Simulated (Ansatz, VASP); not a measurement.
# Two plane-wave programs on NaNb2O5

```
Na Nb O
1.0
     6.64227    0.00000    0.00000
    -3.32113    5.75237    0.00000
     0.00000    0.00000    3.92836
Na Nb O
1 2 5
Direct
  0.00000 0.00000 0.00000
  0.33333 0.66667 0.50000
  0.66667 0.33333 0.50000
  0.33333 0.66667 0.00000
  0.99999 0.50000 0.50000
  0.50000 0.50000 0.50000
  0.50000 0.00001 0.50000
  0.66667 0.33333 0.00000
```

Alike in both runs: functional PBE; k mesh 3 × 3 × 4; occupations gaussian, width 0.1 eV; collinear spin.

Ansatz relaxed the structure, and its values are those at the end. VASP's run is a single point on that final structure, the one shown.

|  | VASP | Ansatz |
| --- | --- | --- |
| version | VASP 6.6.1 | Ansatz 0.2.0 |
| potentials or method | VASP PAW PBE potentials, release 64 (Na_pv, Nb_sv, O), cutoff 520 eV | scalar-relativistic, plane waves, PAW |
| valence electrons in the cell | 63 | 65 |

|  | VASP | Ansatz | Ansatz less VASP |
| --- | --- | --- | --- |
| gap on the k mesh at the Fermi level (eV) | none | none | - |
| pressure (GPa) | -0.2 | 0.0 | +0.25 |

A gap of «none» marks a metal or a gap that the smearing closes. VASP's potentials hold 63 valence electrons a cell and Ansatz's 65, so a difference there can come from the potentials and not from the codes. Ansatz's warnings: no starting moments.

The k mesh is coarse, so the values compare programs but aren't converged.
